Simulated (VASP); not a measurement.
Set up this calculation in VASP 6.6.1, as the native input.

```yaml
Task: single point
Functional: PBE
Potentials_or_basis: VASP PAW PBE potentials, release 64 (Sr_sv, C)
Cutoff: 520 eV
k_mesh: 1 × 1 × 1
Occupations: fermi-dirac, width 0.05 eV
Spin: no spin polarisation
Dipole_correction: no
Further_INCAR_settings: LREAL = Auto; ALGO = Normal; EDIFF = 1e-06; NBANDS = 96
```

The structure of Sr16C lies in POSCAR:

```
Sr16C
1.0
    8.5984180000      0.0000000000      0.0000000000
    0.0000000000      8.5984180000      0.0000000000
    0.0000000000      0.0000000000     20.1200000000
Sr C
16 1
Direct
    0.2500000000      0.2500000000      0.0497018000
    0.7500000000      0.2500000000      0.0497018000
    0.2500000000      0.7500000000      0.0497018000
    0.7500000000      0.7500000000      0.0497018000
    0.0009378942     -0.0009187065      0.1829121692
    0.4992605632     -0.0008569444      0.1829930575
    0.0008586306      0.5007697777      0.1829667438
    0.4993600122      0.5006889717      0.1829941581
    0.2502678505      0.2498178024      0.3150812811
    0.7497651071      0.2502710083      0.3208268114
    0.2501826012      0.7499805724      0.3227305563
    0.7501434075      0.7496773811      0.3150204651
   -0.0310221968      0.0324551082      0.4584552773
    0.5316808584      0.0320534552      0.4587711786
   -0.0325336120      0.4672180024      0.4589050511
    0.5335131195      0.4672906563      0.4584227353
    0.7500834630      0.2491318616      0.4508799118
```

The input as run:

INCAR

```
  ALGO = Normal
  EDIFF = 1E-6
  ENCUT = 520
  GGA = PE
  ISIF = 2
  ISMEAR = -1
  LASPH = T
  LCHARG = F
  LREAL = Auto
  LWAVE = F
  NBANDS = 96
  NELM = 80
  PREC = Accurate
  SIGMA = 0.05
```

KPOINTS

```
k-points
0
Gamma
  1 1 1
```

Potentials or basis: VASP PAW PBE potentials, release 64 (Sr_sv, C).

Run with:

```sh
$ cat potpaw_PBE.64/Sr_sv/POTCAR potpaw_PBE.64/C/POTCAR > POTCAR
$ mpirun -np 1 vasp_gam > vasp.out
```

Results of the run:

```
Largest force : 0.054 eV/Å
```

Caveat: the k points lie up to 0.73 Å⁻¹ apart; there is no dipole correction, which matters where the two faces differ.

Run time: 3.9 min on 1 thread of Intel(R) Xeon(R) 6975P-C (Granite Rapids), with other jobs on the host, peak memory 1.1 GiB.
